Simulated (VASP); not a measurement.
# AlNi (WC type) (P-6m2) in VASP: further runs

The runs below take AlNi (WC type) through single point, with PBE.

All numbers are computed with VASP 6.6.1; they aren't measurements. Logs are shortened: lines on timing, memory, paths and dates and some standing lists are left out, and cuts for length are marked.

## Step 1: The cell of the first run

Symmetry: P-6m2, No. 187, hexagonal system. Conventional cell: a = 2.337 Å, b = 2.337 Å, c = 3.408 Å, α = 90.00°, β = 90.00°, γ = 120.00°. Within 2.9 Å of Ni (site symmetry -6m2) lie 6 Al at 2.17 Å and 6 Ni at 2.34 Å. Within 2.9 Å of Al (site symmetry -6m2) lie 6 Ni at 2.17 Å and 6 Al at 2.34 Å.

## Step 2: Single point, PBE (volume scaled by 0.64)

The input, INCAR:

```
SYSTEM = AlNi
  ALGO = Normal
  EDIFF = 1E-7
  ENCUT = 520
  GGA = PE
  ISIF = 2
  ISMEAR = -1
  LASPH = .True.
  LCHARG = .False.
  LREAL = .False.
  LWAVE = .False.
  NBANDS = 14
  NELM = 60
  PREC = Accurate
  SIGMA = 0.08
```

The input, KPOINTS:

```
k-points
0
Gamma
  15 15 13
  0 0 0
```

The input, POSCAR:

```
AlNi
1.0
    2.3365391362      0.0000000000      0.0000000000
   -1.1682695681      2.0235022489      0.0000000000
    0.0000000000      0.0000000000      3.4080324394
Ni Al
1 1
Direct
    0.0000000000      0.0000000000      0.0000000000
    0.3333333333      0.6666666667      0.5000000000
```

Potentials or basis: VASP PAW PBE potentials, release 64 (Ni, Al).

Run with:

```sh
$ cat potpaw_PBE.64/Ni/POTCAR potpaw_PBE.64/Al/POTCAR > POTCAR
$ mpirun -np 1 vasp_std > vasp.out
```

OUTCAR:

```text
SYSTEM = AlNi
   EDIFF = 1E-7
   ENCUT = 520
   GGA = PE
   ISIF = 2
   ISMEAR = -1
   LASPH = .True.
   LREAL = .False.
   NELM = 60
   PREC = Accurate

 ion  position               nearest neighbor table
   1  0.000  0.000  0.000-   2 2.17   2 2.17   2 2.17   2 2.17   2 2.17   2 2.17   2 3.19   2 3.19
                             2 3.19   2 3.19   2 3.19   2 3.19
   2  0.333  0.667  0.500-   1 2.17   1 2.17   1 2.17   1 2.17   1 2.17   1 2.17   1 3.19   1 3.19
                             1 3.19   1 3.19   1 3.19   1 3.19

  LATTYP: Found a hexagonal cell.
 ALAT       =     2.3365391362
 C/A-ratio  =     1.4585813636

  Lattice vectors:

 A1 = (   2.3365391362,   0.0000000000,   0.0000000000)
 A2 = (  -1.1682695681,   2.0235022489,   0.0000000000)
 A3 = (   0.0000000000,   0.0000000000,   3.4080324394)

Analysis of symmetry for initial positions (statically):
=====================================================================
 Subroutine PRICEL returns:
 Original cell was already a primitive cell.

 Routine SETGRP: Setting up the symmetry group for a
 hexagonal supercell.

 Subroutine GETGRP returns: Found 12 space group operations
 (whereof 12 operations were pure point group operations)
 out of a pool of 24 trial point group operations.

The static configuration has the point symmetry D_3h.

Analysis of symmetry for dynamics (positions and initial velocities):
=====================================================================
 Subroutine PRICEL returns:
 Original cell was already a primitive cell.

 Routine SETGRP: Setting up the symmetry group for a
 hexagonal supercell.

 Subroutine GETGRP returns: Found 12 space group operations
 (whereof 12 operations were pure point group operations)
 out of a pool of 24 trial point group operations.

The dynamic configuration has the point symmetry D_3h.

 Subroutine INISYM returns: Found 12 space group operations
 (whereof 12 operations are pure point group operations),
 and found     1 'primitive' translations

----------------------------------------------------------------------------------------

                                     Primitive cell

  volume of cell :      16.1132

  direct lattice vectors                    reciprocal lattice vectors
     2.336539136  0.000000000  0.000000000     0.427983416  0.247096340  0.000000000
    -1.168269568  2.023502249  0.000000000     0.000000000  0.494192680  0.000000000
     0.000000000  0.000000000  3.408032439     0.000000000  0.000000000  0.293424437

  length of vectors
     2.336539136  2.336539136  3.408032439     0.494192680  0.494192680  0.293424437

  position of ions in fractional coordinates (direct lattice)
     0.000000000  0.000000000  0.000000000
     0.333333333  0.666666667  0.500000000

  ion indices of the primitive-cell ions
   primitive index   ion index
                 1           1
                 2           2

----------------------------------------------------------------------------------------

 KPOINTS: k-points

Automatic generation of k-mesh.
 Grid dimensions read from file:
 generate k-points for:   15   15   13

 Generating k-lattice:

  Cartesian coordinates                     Fractional coordinates (reciprocal lattice)
     0.028532228  0.016473089  0.000000000     0.066666667 -0.000000000  0.000000000
     0.000000000  0.032946179  0.000000000     0.000000000  0.066666667  0.000000000
     0.000000000  0.000000000  0.022571111     0.000000000  0.000000000  0.076923077

  Length of vectors
     0.032946179  0.032946179  0.022571111

  Shift w.r.t. Gamma in fractional coordinates (k-lattice)
     0.000000000  0.000000000  0.000000000

 Subroutine IBZKPT returns following result:
 ===========================================

 Found    189 irreducible k-points:

 Following reciprocal coordinates:
            Coordinates               Weight
  0.000000  0.000000  0.000000      1.000000
  0.066667 -0.000000  0.000000      6.000000
  0.133333 -0.000000  0.000000      6.000000
  0.200000 -0.000000  0.000000      6.000000
  0.266667 -0.000000  0.000000      6.000000
  0.333333 -0.000000  0.000000      6.000000
[... 16 lines left out ...]
  0.333333  0.200000  0.000000     12.000000
  0.400000  0.200000  0.000000      6.000000
 [... further k-points ...]
   k-points           NKPTS =    189   k-points in BZ     NKDIM =    189   number of bands    NBANDS=     14
   number of dos      NEDOS =    301   number of ions     NIONS =      2
   total plane-waves  NPLWV =   9072
   dimension x,y,z NGX =    18 NGY =   18 NGZ =   28
   dimension x,y,z NGXF=    36 NGYF=   36 NGZF=   56
   ions per type =               1   1
   NGX,Y,Z   is equivalent  to a cutoff of  12.81, 12.81, 13.66 a.u.
   NGXF,Y,Z  is equivalent  to a cutoff of  25.61, 25.61, 27.32 a.u.
 SYSTEM =  AlNi
   PREC   = accura    normal or accurate (medium, high low for compatibility)
   ISTART =      0    job   : 0-new  1-cont  2-samecut
   ICHARG =      2    charge: 1-file 2-atom 10-const
   ISPIN  =      1    spin polarized calculation?
   LNONCOLLINEAR =      F non collinear calculations
   LSORBIT =      F    spin-orbit coupling
   LASPH  =      T    aspherical Exc in radial PAW
   ENCUT  =  520.0 eV  38.22 Ry    6.18 a.u.   4.34  4.34  6.34*2*pi/ulx,y,z
   NELM   =     60;   NELMIN=  2; NELMDL= -5     # of ELM steps
   EDIFF  = 0.1E-06   stopping-criterion for ELM
   LREAL  =      F    real-space projection
   EDIFFG = 0.1E-05   stopping-criterion for IOM
   NSW    =      0    number of steps for IOM
   IBRION =     -1    ionic relax: 0-MD 1-quasi-New 2-CG
   NFREE  =      0    steps in history (QN), initial steepest desc. (CG)
   ISIF   =      2    stress and relaxation
   ISYM   =      2    0-nonsym 1-usesym 2-fastsym
   POTIM  = 0.5000    time-step for ionic-motion
   TEBEG  =    0.0;   TEEND  =   0.0 temperature during run
   PSTRESS=    0.0 pullay stress
   NELECT =      13.0000    total number of electrons
   NUPDOWN=      -1.0000    fix difference up-down
   EMIN   =  10.00;   EMAX   =-10.00  energy-range for DOS
   EFERMI =   0.00;   METHOD = LEGACY
   ISMEAR =    -1;   SIGMA  =   0.08  broadening in eV -4-tet -1-fermi 0-gaus
   EFERMI_NEDOS =   21; number of points for ismear=-14 and -15
   IALGO  =     38    algorithm
   IMIX   =      4    mixing-type and parameters
     AMIX     =   0.40;   BMIX     =  1.00
     AMIX_MAG =   1.60;   BMIX_MAG =  1.00
  volume/ion in A,a.u.               =       8.06        54.37
  Fermi-wavevector in a.u.,A,eV,Ry     =   1.524038  2.880014 31.602140  2.322692
  Thomas-Fermi vector in A             =   2.632399
   LORBIT       =      0    0 simple, 1 ext, 2 COOP (PROOUT), +10 PAW based schemes
   GGA     = PE    functional components
   LHFCALC =     F    Hartree Fock is set to
   AEXX    =    0.0000 exact exchange contribution
   IVDW    =     0    specifies the selected vdW correction
   LEPSILON=     F    determine dielectric tensor
   LRPA    =     F    only Hartree local field effects (RPA)
 non-spin polarized calculation
  energy-cutoff  :      520.00
  volume of cell :       16.11
 maximum number of plane-waves:       451
 NGX is ok and might be reduce to    18
   NGX =  9   NGY =  9   NGZ = 13

 number of electron      13.0000004 magnetization

 Free energy of the ion-electron system (eV)
  ---------------------------------------------------
  ext. energy  EPLUGINS =         0.00000000
  ---------------------------------------------------
  free energy    TOTEN  =        -6.97248883 eV

  energy without entropy =       -6.96085958  energy(sigma->0) =       -6.96667420

 E-fermi :  16.1981     XC(G=0): -14.1006

 val. band max:       16.1836519279   @ k =   0.3333   0.3333   0.1538
 cond. band min:      16.2062249404   @ k =   0.4000   0.1333   0.3077
 fundamental gap:      0.0225730126
 Fermi energy:        16.1981263780

 k-point     1 :       0.0000    0.0000    0.0000
  band No.  band energies     occupation
      1       1.8083      2.00000
      2       9.8326      2.00000
      3      13.0513      2.00000
      4      13.0513      2.00000
      5      13.3987      2.00000
      6      14.0496      2.00000
      7      14.0496      2.00000
      8      19.9530      0.00000
      9      32.4105      0.00000
     10      32.4105      0.00000
     11      36.6351      0.00000
     12      38.3026      0.00000
     13      38.3026      0.00000
     14      40.2845      0.00000

 k-point     2 :       0.0667   -0.0000    0.0000
  band No.  band energies     occupation
      1       1.9728      2.00000
      2       9.9392      2.00000
      3      12.8810      2.00000
      4      12.9629      2.00000
      5      13.1409      2.00000
      6      14.0229      2.00000
      7      14.6733      2.00000
      8      20.0033      0.00000
      9      30.7574      0.00000
     10      32.0373      0.00000
     11      36.0718      0.00000
     12      38.8483      0.00000
     13      39.4514      0.00000
     14      40.1122      0.00000

 k-point     3 :       0.1333   -0.0000    0.0000
  band No.  band energies     occupation
      1       2.4604      2.00000
      2      10.2333      2.00000
      3      12.2395      2.00000
      4      12.7273      2.00000
      5      13.4001      2.00000
      6      13.9477      2.00000
      7      15.6314      1.99832
      8      20.1504      0.00000
      9      27.8930      0.00000
     10      31.1908      0.00000
     11      34.8525      0.00000
     12      37.6392      0.00000
     13      40.1849      0.00000
     14      40.5831      0.00000

 k-point     4 :       0.2000   -0.0000    0.0000
  band No.  band energies     occupation
      1       3.2532      2.00000
      2      10.6232      2.00000
      3      11.6926      2.00000
      4      12.4323      2.00000
      5      13.7996      2.00000
      6      13.8379      2.00000
      7      16.7007      0.00373
      8      20.3662      0.00000
      9      25.0679      0.00000
     10      30.2213      0.00000
     11      33.5591      0.00000
     12      34.9779      0.00000
     13      39.9187      0.00000
     14      41.6601      0.00000

 k-point     5 :       0.2667   -0.0000    0.0000
  band No.  band energies     occupation
      1       4.3191      2.00000
      2      10.9135      2.00000
      3      11.2555      2.00000
      4      12.2261      2.00000
      5      13.7136      2.00000
      6      14.2884      2.00000
      7      17.8533      0.00000
      8      20.4369      0.00000
      9      22.7807      0.00000
     10      29.2964      0.00000
     11      32.2861      0.00000
[... 276 lines left out ...]
 k-point    22 :       0.2667    0.2000    0.0000
  band No.  band energies     occupation
      1       7.2030      2.00000
      2      11.0128      2.00000
      3      11.1913      2.00000
      4      11.6861      2.00000
      5      12.8840      2.00000
      6      15.3881      1.99992
      7      18.9451      0.00000
      8      20.8165      0.00000
      9      20.8881      0.00000
     10      25.5879      0.00000
     11      29.8078      0.00000
     12      31.6730      0.00000
     13      33.5375      0.00000
     14      36.5895      0.00000

 k-point    23 :       0.3333    0.2000    0.0000
  band No.  band energies     occupation
      1       8.5089      2.00000
      2      11.0052      2.00000
      3      11.0124      2.00000
      4      11.4312      2.00000
      5      12.6517      2.00000
      6      15.6047      1.99880
      7      17.8122      0.00000
      8      20.6403      0.00000
      9      22.1396      0.00000
     10      26.2442      0.00000
     11      28.0373      0.00000
     12      31.2181      0.00000
     13      31.7072      0.00000
     14      36.1622      0.00000

 k-point    24 :       0.4000    0.2000    0.0000
  band No.  band energies     occupation
      1       9.2512      2.00000
      2      10.9028      2.00000
      3      11.0217      2.00000
      4      11.1082      2.00000
      5      12.5620      2.00000
      6      15.6722      1.99721
      7      17.4090      0.00000
      8      20.5585      0.00000
      9      22.7822      0.00000
     10      26.7500      0.00000
     11      27.2059      0.00000
     12      30.8180      0.00000
     13      31.0830      0.00000
     14      36.0010      0.00000

 [... further k-points ...]
[... 5 lines left out ...]
  --------------------------------------------------------------------------------------
  -------------------------------------------------------------------------------------
  Total       16.9344274     16.9344274     16.9208411      0.0000000      0.0000000      0.0000000
  in kB     1683.8392472   1683.8392473   1682.4883185      0.0000000      0.0000000      0.0000000
  external PRESSURE =    1683.3889377 kB  Pullay stress =       0.0000000 kB

 VOLUME and BASIS-vectors are now :
 -----------------------------------------------------------------------------
  energy-cutoff  :      520.00
  volume of cell :       16.11
      direct lattice vectors                 reciprocal lattice vectors
     2.336539136  0.000000000  0.000000000     0.427983416  0.247096340  0.000000000
    -1.168269568  2.023502249  0.000000000     0.000000000  0.494192680  0.000000000
     0.000000000  0.000000000  3.408032439     0.000000000  0.000000000  0.293424437

 POSITION                                       TOTAL-FORCE (eV/Angst)
 -----------------------------------------------------------------------------------
      0.00000      0.00000      0.00000         0.000000      0.000000      0.000000
     -0.00000      1.34900      1.70402        -0.000000      0.000000      0.000000
 -----------------------------------------------------------------------------------
    total drift:                                0.000000     -0.000000      0.000000

  FREE ENERGIE OF THE ION-ELECTRON SYSTEM (eV)
  ---------------------------------------------------
  free  energy   TOTEN  =        -6.9724888273 eV

  energy  without entropy=       -6.9608595750  energy(sigma->0) =       -6.96667420
```

Wall time 28 s (1 thread of Intel Xeon 6975P-C, shared host); peak memory 0.16 GiB.

Results:

```
Free energy : -6.9725 eV
Pressure    : 168.3 GPa
```

Stress tensor (GPa, compression positive):
```
168.38   0.00   0.00
  0.00 168.38   0.00
  0.00   0.00 168.25
```

Caveat: the cell differs from its parent crystal (volume scaled by 0.64).

## Step 3: Single point, PBE

This run uses another cell than the first one, of 9.06 Å³/atom, 1.125 times its volume.

The input, INCAR:

```
SYSTEM = AlNi
PREC = Accurate ; ENCUT = 520
EDIFF = 1E-7 ; ISMEAR = -1
SIGMA = 0.08 ; LREAL = .FALSE.
LASPH = .TRUE. ; NELM = 80
ALGO = Normal ; ISIF = 2
LWAVE = .FALSE. ; LCHARG = .FALSE.
GGA = PE ; NBANDS = 14
```

The input, KPOINTS:

```
regular mesh
0
G
  15 15 13
  0 0 0
```

The input, POSCAR:

```
AlNi
1.0
    2.4372945710      0.0000000000      0.0000000000
   -1.2186472855      2.1107590150      0.0000000000
    0.0000000000      0.0000000000      3.5235977140
Ni Al
1 1
Direct
    0.0000000000      0.0000000000      0.0000000000
    0.3333333333      0.6666666667      0.5000000000
```

Potentials or basis: VASP PAW PBE potentials, release 64 (Ni, Al).

Run with:

```sh
$ cat potpaw_PBE.64/Ni/POTCAR potpaw_PBE.64/Al/POTCAR > POTCAR
$ mpirun -np 1 vasp_std > vasp.out
```

It took 26 s on 1 thread of Intel Xeon 6975P-C, shared host; peak memory 0.17 GiB.

The run converged. Its results:

```
Free energy : -8.5952 eV
Pressure    : 95.9 GPa
```

Stress tensor (GPa, compression positive):
```
95.99  0.00  0.00
 0.00 95.99  0.00
 0.00  0.00 95.82
```

Levels at points of the mesh, in eV from the Fermi level:
```
           k point  band 3  band 4  band 5  band 6  band 7  band 8  band 9  band 10  band 11  band 12
(0.00, 0.00, 0.00)   -2.67   -2.67   -2.46   -1.88   -1.88    3.48   15.32    15.32    19.36    19.82
```

Spin polarisation is off, so any magnetic state and its effect on volume and gap are missing.
